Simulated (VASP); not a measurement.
A run of VASP 6.6.1:

INCAR

```
SYSTEM = Mo
  PREC = Accurate
  ENCUT = 520
  EDIFF = 1E-7
  ISMEAR = -1
  SIGMA = 0.05
  LREAL = .False.
  LASPH = .True.
  NELM = 80
  ALGO = Normal
  ISIF = 2
  LWAVE = .False.
  LCHARG = .False.
  LDIPOL = .True.
  IDIPOL = 3
  DIPOL = 0.5 0.5 0.500
  GGA = PS
  NBANDS = 43
```

Contents of KPOINTS:

```
Automatic mesh
0
Gamma
  9 9 1
  0 0 0
```

File POSCAR:

```
Mo
1.0
    4.4255791754      0.0000000000      0.0000000000
   -2.2127895877      3.8326639923      0.0000000000
    0.0000000000      0.0000000000     19.6135000000
Mo
5
Direct
    0.8333333330      0.1666666670      0.4078830841
    0.1666666670      0.8333333330      0.4539415419
    0.5000000000      0.5000000000      0.5000000000
    0.8333333330      0.1666666670      0.5460584581
    0.1666666670      0.8333333330      0.5921169159
```

Potentials or basis: VASP PAW PBE potentials, release 64 (Mo_sv).

Launch:

```console
$ cat potpaw_PBE.64/Mo_sv/POTCAR > POTCAR
$ mpirun -np 1 vasp_std > vasp.out
```

Hardware: 1 thread of Intel(R) Xeon(R) 6975P-C (Granite Rapids), with other jobs on the host.

**Question.** Estimate the wall time of this run.

**Answer.** Wall time 3.5 min on 1 thread of Intel(R) Xeon(R) 6975P-C (Granite Rapids), on a shared host, peak memory 0.51 GiB. Counts: scf iterations 27, k points 12.
